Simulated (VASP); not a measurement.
RbYSc, 6 atoms in the cell. Symmetry: P4/nmm, No. 129, tetragonal system. The conventional cell has a = 4.026 Å, b = 4.026 Å, c = 9.206 Å, α = 90.00°, β = 90.00°, γ = 90.00°. Within 4.3 Å of Rb (site symmetry 4mm) lie 5 Sc at 3.30 to 4.25 Å and 4 Y at 3.58 Å and 4 Rb at 4.03 Å. Y (site symmetry -4m2) has 4 Sc at 2.39 Å and 4 Y at 2.85 Å within 3.2 Å. Within 3.2 Å of Sc (site symmetry 4mm) lie 4 Y at 2.39 Å. 

```yaml
Program: VASP 6.6.1
Task: relaxation of cell and atoms
Functional: PBE
Potentials_or_basis: VASP PAW PBE potentials, release 64 (Rb_sv, Y_sv, Sc_sv)
Cutoff: 600 eV
k_mesh: 4 × 4 × 2
Occupations: gaussian, width 0.1 eV
Spin: no spin polarisation
Dipole_correction: no
Further_INCAR_settings: ALGO = Normal; EDIFF = 1e-07; IBRION = 2; EDIFFG = -0.04; NSW = 90; ISIF = 3
```

Potentials or basis: VASP PAW PBE potentials, release 64 (Rb_sv, Y_sv, Sc_sv).

The run is started by

```bash
$ cat potpaw_PBE.64/Rb_sv/POTCAR potpaw_PBE.64/Y_sv/POTCAR potpaw_PBE.64/Sc_sv/POTCAR > POTCAR
$ mpirun -np 1 vasp_std > vasp.out
```

Hardware: 1 thread of Intel(R) Xeon(R) Platinum 8488C (Sapphire Rapids) (shared host).

Estimate the wall time of this run.

Run time: 34 min on 1 thread of Intel(R) Xeon(R) Platinum 8488C (Sapphire Rapids), with other jobs on the host, peak memory 0.35 GiB. Counts: scf iterations 280, k points 12, ion steps 22.
